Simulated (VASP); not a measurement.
PbF4, 5 atoms in the cell. The cell holds a molecule in a box, 5 atoms: a = 12.150 Å, b = 12.150 Å, c = 11.520 Å, α = 90.00°, β = 90.00°, γ = 90.00°. 

- Program: VASP 6.6.1
- Task: single point
- Functional: PBE
- Potentials or basis: VASP PAW PBE potentials, release 64 (Pb_d, F_h)
- Cutoff: 1010 eV
- k mesh: 1 × 1 × 1
- Occupations: gaussian, width 0.01 eV
- Spin: no spin polarisation
- Dipole correction: no
- Further INCAR settings: ALGO = Normal; EDIFF = 1e-06; NBANDS = 29; NELMDL = -8

Potentials or basis: VASP PAW PBE potentials, release 64 (Pb_d, F_h).

Command:

```sh
$ cat potpaw_PBE.64/Pb_d/POTCAR potpaw_PBE.64/F_h/POTCAR > POTCAR
$ mpirun -np 1 vasp_gam > vasp.out
```

Hardware: 1 thread of Intel(R) Xeon(R) Platinum 8375C CPU @ 2.90GHz (Ice Lake), on a shared host.

Question: Estimate the wall time of this run.

Answer: Wall time 6.5 min on 1 thread of Intel(R) Xeon(R) Platinum 8375C CPU @ 2.90GHz (Ice Lake) (shared host), peak memory 2.8 GiB. Counts: scf iterations 25, k points 1.
